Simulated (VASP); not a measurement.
# CdHg3Se4 (Amm2) in VASP: single point with PBE

Aim: the single point of CdHg3Se4 with PBE.

Program: VASP 6.6.1. These are calculated values, not measurements. Logs are shortened: lines on timing, memory, paths and dates and some standing lists are left out, and cuts for length are marked.

## 1. The cell of the first run

Symmetry: Amm2, No. 38, orthorhombic system. The conventional cell has a = 4.421 Å, b = 8.833 Å, c = 12.470 Å, α = 90.00°, β = 90.00°, γ = 90.00°. Cd (site symmetry mm2) has 4 Se at 2.69 Å within 3.5 Å. Hg (site symmetry m) has 4 Se at 2.71 Å within 3.6 Å. Hg (site symmetry mm2) has 4 Se at 2.71 Å within 3.6 Å. Within 3.6 Å of Se (site symmetry mm2) lie 4 Hg at 2.71 Å. Within 3.5 Å of Se (site symmetry mm2) lie 2 Cd at 2.69 Å and 2 Hg at 2.71 Å. Se (site symmetry m) has 1 Cd at 2.69 Å and 3 Hg at 2.71 Å within 3.5 Å.

## 2. Single point, PBE

File INCAR:

```
  PREC = Accurate
  ENCUT = 520
  EDIFF = 1E-7
  ISMEAR = 0
  SIGMA = 0.1
  LREAL = False
  LASPH = True
  NELM = 80
  ALGO = Normal
  ISIF = 2
  LWAVE = False
  LCHARG = False
  GGA = PE
  NBANDS = 46
```

File KPOINTS:

```
regular mesh
0
Gamma
  8 6 6
```

File POSCAR:

```
CdHg3Se4
1.0
    4.4209827076      0.0000000000      0.0000000000
    0.0000000000      4.4164314069      6.2347923411
    0.0000000000     -4.4164314069      6.2347923411
Cd Hg Se
1 3 4
Direct
    0.5000000000      0.4993907501      0.4993907501
    0.0000000000      0.4996538851      0.0002889023
    0.0000000000      0.0002889023      0.4996538851
    0.5000000000      0.0004200282      0.0004200282
    0.0000000000      0.8752401736      0.8752401736
    0.0000000000      0.3764594257      0.3764594257
    0.5000000000      0.3758096155      0.8727372195
    0.5000000000      0.8727372195      0.3758096155
```

Potentials or basis: VASP PAW PBE potentials, release 64 (Cd, Hg, Se).

Run with:

```bash
> cat potpaw_PBE.64/Cd/POTCAR potpaw_PBE.64/Hg/POTCAR potpaw_PBE.64/Se/POTCAR > POTCAR
> mpirun -np 1 vasp_std > vasp.out
```

OUTCAR:

```text
PREC = Accurate
   ENCUT = 520
   EDIFF = 1E-7
   ISMEAR = 0
   LREAL = False
   LASPH = True
   NELM = 80
   ISIF = 2
   GGA = PE

 ion  position               nearest neighbor table
   1  0.500  0.499  0.499-   6 2.69   6 2.69   8 2.69   7 2.69
   2  0.000  0.500  0.000-   5 2.71   7 2.71   7 2.71   6 2.71
   3  0.000  0.000  0.500-   5 2.71   8 2.71   8 2.71   6 2.71
   4  0.500  0.000  0.000-   7 2.71   8 2.71   5 2.71   5 2.71
   5  0.000  0.875  0.875-   4 2.71   4 2.71   2 2.71   3 2.71
   6  0.000  0.376  0.376-   1 2.69   1 2.69   3 2.71   2 2.71
   7  0.500  0.376  0.873-   1 2.69   4 2.71   2 2.71   2 2.71
   8  0.500  0.873  0.376-   1 2.69   4 2.71   3 2.71   3 2.71

  LATTYP: Found a base centered orthorhombic cell.
 ALAT       =     8.8328628138
 B/A-ratio  =     1.4117262936
 C/A-ratio  =     0.5005152690

  Lattice vectors:

 A1 = (   0.0000000000,   4.4164314069,  -6.2347923411)
 A2 = (   0.0000000000,   4.4164314069,   6.2347923411)
 A3 = (   4.4209827076,   0.0000000000,   0.0000000000)

Analysis of symmetry for initial positions (statically):
=====================================================================
 Subroutine PRICEL returns:
 Original cell was already a primitive cell.

 Routine SETGRP: Setting up the symmetry group for a
 base centered orthorhombic supercell.

 Subroutine GETGRP returns: Found  4 space group operations
 (whereof  4 operations were pure point group operations)
 out of a pool of  8 trial point group operations.

The static configuration has the point symmetry C_2v.

Analysis of symmetry for dynamics (positions and initial velocities):
=====================================================================
 Subroutine PRICEL returns:
 Original cell was already a primitive cell.

 Routine SETGRP: Setting up the symmetry group for a
 base centered orthorhombic supercell.

 Subroutine GETGRP returns: Found  4 space group operations
 (whereof  4 operations were pure point group operations)
 out of a pool of  8 trial point group operations.

The dynamic configuration has the point symmetry C_2v.

 Subroutine INISYM returns: Found  4 space group operations
 (whereof  4 operations are pure point group operations),
 and found     1 'primitive' translations

----------------------------------------------------------------------------------------

                                     Primitive cell

  volume of cell :     243.4682

  direct lattice vectors                    reciprocal lattice vectors
     4.420982708  0.000000000  0.000000000     0.226194054  0.000000000  0.000000000
     0.000000000  4.416431407  6.234792341     0.000000000  0.113213578  0.080195133
     0.000000000 -4.416431407  6.234792341     0.000000000 -0.113213578  0.080195133

  length of vectors
     4.420982708  7.640517123  7.640517123     0.226194054  0.138739228  0.138739228

  position of ions in fractional coordinates (direct lattice)
     0.500000000  0.499390750  0.499390750
     0.000000000  0.499653885  0.000288902
     0.000000000  0.000288902  0.499653885
     0.500000000  0.000420028  0.000420028
     0.000000000  0.875240174  0.875240174
     0.000000000  0.376459426  0.376459426
     0.500000000  0.375809616  0.872737220
     0.500000000  0.872737220  0.375809616

  ion indices of the primitive-cell ions
   primitive index   ion index
                 1           1
                 2           2
                 3           3
                 4           4
                 5           5
                 6           6
                 7           7
                 8           8

----------------------------------------------------------------------------------------

 KPOINTS: regular mesh

Automatic generation of k-mesh.
 Grid dimensions read from file:
 generate k-points for:    8    6    6

 Generating k-lattice:

  Cartesian coordinates                     Fractional coordinates (reciprocal lattice)
     0.028274257  0.000000000  0.000000000     0.125000000  0.000000000  0.000000000
     0.000000000  0.018868930  0.013365855     0.000000000  0.166666667  0.000000000
     0.000000000 -0.018868930  0.013365855     0.000000000  0.000000000  0.166666667

  Length of vectors
     0.028274257  0.023123205  0.023123205

  Shift w.r.t. Gamma in fractional coordinates (k-lattice)
     0.000000000  0.000000000  0.000000000

 Subroutine IBZKPT returns following result:
 ===========================================

 Found     65 irreducible k-points:

 Following reciprocal coordinates:
            Coordinates               Weight
  0.000000  0.000000  0.000000      1.000000
  0.125000  0.000000  0.000000      2.000000
  0.250000  0.000000  0.000000      2.000000
  0.375000  0.000000  0.000000      2.000000
  0.500000  0.000000  0.000000      1.000000
  0.000000  0.166667  0.000000      4.000000
[... 16 lines left out ...]
  0.250000  0.166667  0.166667      4.000000
  0.375000  0.166667  0.166667      4.000000
 [... further k-points ...]
   k-points           NKPTS =     65   k-points in BZ     NKDIM =     65   number of bands    NBANDS=     46
   number of dos      NEDOS =    301   number of ions     NIONS =      8
   total plane-waves  NPLWV = 129600
   dimension x,y,z NGX =    36 NGY =   60 NGZ =   60
   dimension x,y,z NGXF=    72 NGYF=  120 NGZF=  120
   ions per type =               1   3   4
   NGX,Y,Z   is equivalent  to a cutoff of  13.54, 13.06, 13.06 a.u.
   NGXF,Y,Z  is equivalent  to a cutoff of  27.07, 26.11, 26.11 a.u.
 SYSTEM =  unknown system
   PREC   = accura    normal or accurate (medium, high low for compatibility)
   ISTART =      0    job   : 0-new  1-cont  2-samecut
   ICHARG =      2    charge: 1-file 2-atom 10-const
   ISPIN  =      1    spin polarized calculation?
   LNONCOLLINEAR =      F non collinear calculations
   LSORBIT =      F    spin-orbit coupling
   LASPH  =      T    aspherical Exc in radial PAW
   ENCUT  =  520.0 eV  38.22 Ry    6.18 a.u.   8.22 14.21 14.21*2*pi/ulx,y,z
   NELM   =     80;   NELMIN=  2; NELMDL= -5     # of ELM steps
   EDIFF  = 0.1E-06   stopping-criterion for ELM
   LREAL  =      F    real-space projection
   EDIFFG = 0.1E-05   stopping-criterion for IOM
   NSW    =      0    number of steps for IOM
   IBRION =     -1    ionic relax: 0-MD 1-quasi-New 2-CG
   NFREE  =      0    steps in history (QN), initial steepest desc. (CG)
   ISIF   =      2    stress and relaxation
   ISYM   =      2    0-nonsym 1-usesym 2-fastsym
   POTIM  = 0.5000    time-step for ionic-motion
   TEBEG  =    0.0;   TEEND  =   0.0 temperature during run
   PSTRESS=    0.0 pullay stress
   NELECT =      72.0000    total number of electrons
   NUPDOWN=      -1.0000    fix difference up-down
   EMIN   =  10.00;   EMAX   =-10.00  energy-range for DOS
   EFERMI =   0.00;   METHOD = LEGACY
   ISMEAR =     0;   SIGMA  =   0.10  broadening in eV -4-tet -1-fermi 0-gaus
   EFERMI_NEDOS =   21; number of points for ismear=-14 and -15
   IALGO  =     38    algorithm
   IMIX   =      4    mixing-type and parameters
     AMIX     =   0.40;   BMIX     =  1.00
     AMIX_MAG =   1.60;   BMIX_MAG =  1.00
  volume/ion in A,a.u.               =      30.43       205.38
  Fermi-wavevector in a.u.,A,eV,Ry     =   1.090699  2.061122 16.185820  1.189624
  Thomas-Fermi vector in A             =   2.226929
   LORBIT       =      0    0 simple, 1 ext, 2 COOP (PROOUT), +10 PAW based schemes
   GGA     = PE    functional components
   LHFCALC =     F    Hartree Fock is set to
   AEXX    =    0.0000 exact exchange contribution
   IVDW    =     0    specifies the selected vdW correction
   LEPSILON=     F    determine dielectric tensor
   LRPA    =     F    only Hartree local field effects (RPA)
 non-spin polarized calculation
 Gauss-broadening in eV      SIGMA  =   0.10
  energy-cutoff  :      520.00
  volume of cell :      243.47
 maximum number of plane-waves:      6636
 NGX is ok and might be reduce to    36
   NGX = 17   NGY = 29   NGZ = 29

 number of electron      72.0000002 magnetization

 Free energy of the ion-electron system (eV)
  ---------------------------------------------------
  ext. energy  EPLUGINS =         0.00000000
  ---------------------------------------------------
  free energy    TOTEN  =       -17.74567875 eV

  energy without entropy =      -17.74478503  energy(sigma->0) =      -17.74523189

 E-fermi :   0.9252     XC(G=0):  -8.6444

 val. band max:        0.8619812037   @ k =   0.0000   0.0000   0.0000
 cond. band min:       1.2903406563   @ k =   0.0000   0.1667   0.0000
 fundamental gap:      0.4283594526
 Fermi energy:         0.9252499498

 k-point     1 :       0.0000    0.0000    0.0000
  band No.  band energies     occupation
      1     -11.9028      2.00000
      2     -11.5309      2.00000
      3     -11.5166      2.00000
      4     -11.3958      2.00000
      5      -7.1049      2.00000
      6      -7.0006      2.00000
[... 38 lines left out ...]
     45       7.1160      0.00000
     46       7.1366      0.00000

 k-point     2 :       0.1250    0.0000    0.0000
  band No.  band energies     occupation
      1     -11.8671      2.00000
      2     -11.5122      2.00000
      3     -11.5009      2.00000
      4     -11.3964      2.00000
      5      -7.0959      2.00000
      6      -6.9899      2.00000
[... 38 lines left out ...]
     45       6.7329      0.00000
     46       6.7580      0.00000

 k-point     3 :       0.2500    0.0000    0.0000
  band No.  band energies     occupation
      1     -11.7715      2.00000
      2     -11.4668      2.00000
      3     -11.4647      2.00000
      4     -11.4036      2.00000
      5      -7.0654      2.00000
      6      -6.9841      2.00000
[... 1018 lines left out ...]
     45       6.9422      0.00000
     46       7.0646      0.00000

 k-point    24 :       0.3750    0.1667    0.1667
  band No.  band energies     occupation
      1     -11.6344      2.00000
      2     -11.4697      2.00000
      3     -11.4205      2.00000
      4     -11.4079      2.00000
      5      -7.0247      2.00000
      6      -6.9790      2.00000
[... 38 lines left out ...]
     45       7.0809      0.00000
     46       7.1741      0.00000

 [... further k-points ...]

------------------------ aborting loop because EDIFF is reached ----------------------------------------

  FORCE on cell =-STRESS in cart. coord.  units (eV):
  Direction    XX          YY          ZZ          XY          YZ          ZX
  --------------------------------------------------------------------------------------
  -------------------------------------------------------------------------------------
  Total        0.2901117      0.3138831      0.3351665      0.0000000      0.0000000      0.0000000
  in kB        1.9091214      2.0655527      2.2056110      0.0000000      0.0000000      0.0000000
  external PRESSURE =       2.0600950 kB  Pullay stress =       0.0000000 kB

 VOLUME and BASIS-vectors are now :
 -----------------------------------------------------------------------------
  energy-cutoff  :      520.00
  volume of cell :      243.47
      direct lattice vectors                 reciprocal lattice vectors
     4.420982708  0.000000000  0.000000000     0.226194054  0.000000000  0.000000000
     0.000000000  4.416431407  6.234792341     0.000000000  0.113213578  0.080195133
     0.000000000 -4.416431407  6.234792341     0.000000000 -0.113213578  0.080195133

 POSITION                                       TOTAL-FORCE (eV/Angst)
 -----------------------------------------------------------------------------------
      2.21049      0.00000      6.22720         0.000000     -0.000000     -0.001659
      0.00000      2.20541      3.11704         0.000000     -0.000389     -0.002293
      0.00000     -2.20541      3.11704         0.000000      0.000389     -0.002293
      2.21049      0.00000      0.00524         0.000000     -0.000000     -0.002644
      0.00000      0.00000     10.91388         0.000000     -0.000000      0.002105
      0.00000      0.00000      4.69429         0.000000     -0.000000      0.000437
      2.21049     -2.19465      7.78443         0.000000     -0.000143      0.003174
      2.21049      2.19465      7.78443         0.000000      0.000143      0.003174
 -----------------------------------------------------------------------------------
    total drift:                                0.000000      0.000000     -0.000286

  FREE ENERGIE OF THE ION-ELECTRON SYSTEM (eV)
  ---------------------------------------------------
  free  energy   TOTEN  =       -17.7456787495 eV

  energy  without entropy=      -17.7447850337  energy(sigma->0) =      -17.74523189
```

It took 22 min on 1 thread of Intel Xeon 8259CL, shared host; peak memory 0.8 GiB.

What came out:

```
Free energy            : -17.7457 eV
Pressure               : 0.2 GPa
Largest force          : 0.003 eV/Å
Band gap on the k mesh : zero (filled and empty bands touch)
```

Forces in eV/Å, atoms in the order of the input:
```
Cd   0.000  0.000 -0.002
Hg   0.000  0.000 -0.002
Hg   0.000  0.000 -0.002
Hg   0.000  0.000 -0.003
Se   0.000  0.000  0.002
Se   0.000  0.000  0.000
Se   0.000  0.000  0.003
Se   0.000  0.000  0.003
```

Caveat: semilocal functionals underestimate gaps, so a narrow gap can read as zero; spin-orbit coupling is left out, which moves the levels of the heavy elements.
